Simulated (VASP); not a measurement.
KBr (CsCl type), 2 atoms in the cell. Symmetry: Pm-3m, No. 221, cubic system. Conventional cell: a = 3.695 Å, b = 3.695 Å, c = 3.695 Å, α = 90.00°, β = 90.00°, γ = 90.00°. Within 4.2 Å of K (site symmetry m-3m) lie 8 Br at 3.20 Å and 6 K at 3.69 Å. Within 4.2 Å of Br (site symmetry m-3m) lie 8 K at 3.20 Å and 6 Br at 3.69 Å.  This cell differs from its parent crystal: volume scaled by 0.9.

| Property | Result |
| --- | --- |
| Program | VASP 6.6.1 |
| Task | single point |
| Functional | LDA |
| Potentials or basis | VASP PAW LDA potentials, release 64 (K_sv, Br) |
| Cutoff | 520 eV |
| k mesh | 11 × 11 × 11 |
| Occupations | fermi-dirac, width 0.1 eV |
| Spin | no spin polarisation |
| Dipole correction | no |
| Further INCAR settings | ALGO = Normal; EDIFF = 1e-07; NBANDS = 15 |

Potentials or basis: VASP PAW LDA potentials, release 64 (K_sv, Br).

The run is started by

```bash
$ cat potpaw_LDA.64/K_sv/POTCAR potpaw_LDA.64/Br/POTCAR > POTCAR
$ mpirun -np 1 vasp_std > vasp.out
```

Hardware: 1 thread of Intel(R) Xeon(R) Platinum 8488C (Sapphire Rapids), with other jobs on the host.

Task: How long does it take, and how much memory?

Result: Wall time 26 s on 1 thread of Intel(R) Xeon(R) Platinum 8488C (Sapphire Rapids) (shared host), peak memory 0.16 GiB. Counts: scf iterations 13, k points 56.
